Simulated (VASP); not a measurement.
The system is Ga3As.

```
Ga As
1.0
     3.69839    0.00000    0.00000
    -1.84920    3.20290    0.00000
     0.00000    0.00000    7.94570
Ga As
3 1
Direct
  0.66667 0.33333 0.12284
  0.66667 0.33333 0.87716
  0.66667 0.33333 0.50000
  0.33333 0.66667 0.50000
```

The cell was generated, and may not be a known phase.

- Program: VASP 6.6.1
- Task: relaxation of cell and atoms
- Functional: PBE
- Potentials or basis: VASP PAW PBE potentials, release 64 (Ga_d, As)
- Cutoff: 600 eV
- k mesh: 6 × 6 × 2
- Occupations: gaussian, width 0.1 eV
- Spin: no spin polarisation

At the start: pressure 21.4 GPa; volume 23.53 Å³/atom.

Question: Where does the relaxation end?

Answer: Over 12 steps the energy falls by 722.3 meV/atom and the volume is 29.75 Å³/atom (+26.4 %); space group P-6m2 (No. 187, to 0.1 Å) before and after.

The path:
```tsv
step	energy change (eV)	largest force (eV/Å)	pressure (GPa)	volume (Å³)
1	0.0000	8.9444	21.40	94.12
2	-2.1678	0.1074	-2.37	143.50
3	-2.4890	0.0977	1.81	117.53
4	-2.4905	0.1827	0.98	120.56
5	-2.4922	0.1492	1.35	119.18
6	-2.6987	0.1230	-0.79	124.18
7	-2.7581	0.3664	-2.02	128.56
8	-2.8553	0.4462	-1.00	122.86
9	-2.8654	0.4469	-0.45	120.68
10	-2.8871	0.1321	0.10	118.62
11	-2.8881	0.0533	0.27	118.08
12	-2.8892	0.0193	0.06	119.01
```

Final structure:
```
Ga As
1.0
     4.17674    0.00000    0.00000
    -2.08837    3.61716    0.00000
     0.00000    0.00000    7.87746
Ga As
3 1
Direct
  0.66667 0.33333 0.16543
  0.66667 0.33333 0.83457
  0.66667 0.33333 0.50000
  0.33333 0.66667 0.50000
```

Caveat: the k points lie up to 0.40 Å⁻¹ apart in the final cell, too coarse for converged energies and pressures of a metal; the volume moved by over 15 % at a fixed basis, so the end points are rough.
